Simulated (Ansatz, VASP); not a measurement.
# BiTe in VASP and in Ansatz

```
CELL_PARAMETERS angstrom
0.00000 3.18648 3.33205
3.18648 0.00000 3.33205
3.18648 3.18648 0.00000
ATOMIC_POSITIONS crystal
Bi 0.00000 0.00000 0.00000
Te 0.50000 0.50000 0.50000
```

Change from the starting cell: strain -0.015 along x and y, +0.030 along z, atoms carried along.

Alike in both runs: task single point; functional r2SCAN; k mesh 14 × 14 × 14; occupations gaussian, width 0.15 eV; no spin polarisation.

|  | VASP | Ansatz |
| --- | --- | --- |
| version | VASP 6.6.1 | Ansatz 0.2.0 |
| potentials or method | VASP PAW PBE potentials, release 64 (Bi_d, Te), cutoff 520 eV | scalar-relativistic, plane waves, PAW |
| valence electrons in the cell | 21 | 31 |

|  | VASP | Ansatz | Ansatz less VASP |
| --- | --- | --- | --- |
| gap on the k mesh at the Fermi level (eV) | none | none | - |
| pressure (GPa) | 0.2 | 0.2 | +0.03 |
| traceless stress, the component that is largest in VASP (GPa) | -2.31 | -2.31 | +0.006 |

VASP's potentials were made for PBE, not for r2SCAN. A gap of «none» marks a metal or a gap that the smearing closes. VASP's potentials hold 21 valence electrons a cell and Ansatz's 31, so a difference there can come from the potentials and not from the codes.

Spin-orbit coupling is off throughout.
